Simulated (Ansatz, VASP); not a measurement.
## BeTe: VASP beside Ansatz

```
Be Te
1.0
     0.00000    2.88410    2.88410
     2.88410    0.00000    2.88410
     2.88410    2.88410    0.00000
Be Te
1 1
Direct
  0.00000 0.00000 0.00000
  0.25000 0.25000 0.25000
```

Alike in both runs: task single point; functional r2SCAN; k mesh 6 × 6 × 6; no spin polarisation.

|  | VASP | Ansatz |
| --- | --- | --- |
| version | VASP 6.6.1 | Ansatz 0.2.0 |
| potentials or method | VASP PAW PBE potentials, release 64 (Be, Te) | plane waves, PAW |
| plane-wave cutoff (eV) | 660 | 500 |
| occupations | gaussian, width 0.01 eV | fixed |
| valence electrons in the cell | 8 | 18 |

```csv
,VASP,Ansatz,Ansatz less VASP
gap on the k mesh at the Fermi level (eV),2.50,2.51,+0.005
pressure (GPa),-2.9,-3.1,-0.11
```

VASP's potentials were made for PBE, not for r2SCAN. VASP's potentials hold 8 valence electrons a cell and Ansatz's 18, so a difference there can come from the potentials and not from the codes.

Neither program's run includes spin-orbit coupling.
